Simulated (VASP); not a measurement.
Crystal: LaAl2SiRu2.

```
CELL_PARAMETERS angstrom
4.40962 0.00000 0.00000
0.00000 4.40962 0.00000
0.00000 0.00000 5.92903
ATOMIC_POSITIONS crystal
La 0.00000 0.00000 0.50000
Si 0.00000 0.00000 0.00000
Al 0.50000 0.50000 0.25370
Al 0.50000 0.50000 0.74630
Ru 0.00000 0.50000 0.00000
Ru 0.50000 0.00000 0.00000
```

| Item | Value |
| --- | --- |
| Program | VASP 6.6.1 |
| Task | relaxation of cell and atoms |
| Functional | PBEsol |
| Potentials or basis | VASP PAW PBE potentials, release 64 (La, Si, Al, Ru_pv) |
| Cutoff | 600 eV |
| k mesh | 4 × 4 × 3 |
| Occupations | fermi-dirac, width 0.0104 eV |
| Spin | no spin polarisation |

At the start: pressure -2.5 GPa; volume 19.21 Å³/atom.

**Question.** How do energy, volume and symmetry change on relaxing?

**Answer.** Over 7 steps the energy falls by 4.8 meV/atom and the volume is 18.76 Å³/atom (-2.4 %); space group P4/mmm (No. 123, to 0.1 Å) before and after.

Step by step:
| step | energy change (eV) | largest force (eV/Å) | pressure (GPa) | volume (Å³) |
| --- | --- | --- | --- | --- |
| 1 | 0.0000 | 0.0760 | -2.46 | 115.29 |
| 2 | -0.0070 | 0.2288 | 2.86 | 110.43 |
| 3 | -0.0249 | 0.0860 | 0.31 | 112.62 |
| 4 | -0.0280 | 0.0869 | -0.12 | 112.69 |
| 5 | -0.0283 | 0.0882 | -0.03 | 112.67 |
| 6 | -0.0288 | 0.0456 | -0.03 | 112.62 |
| 7 | -0.0290 | 0.0020 | -0.03 | 112.57 |

Final structure:
```
La Si Al Ru
1.0
     4.39682    0.00000    0.00000
     0.00000    4.39682    0.00000
     0.00000    0.00000    5.82298
La Si Al Ru
1 1 2 2
Cartesian
  0.0000 0.0000 2.9115
  0.0000 0.0000 0.0000
  2.1984 2.1984 1.4864
  2.1984 2.1984 4.3366
  0.0000 2.1984 0.0000
  2.1984 0.0000 0.0000
```

Caveat: the PAW data sets were made with another functional, which shifts forces and pressure a little.
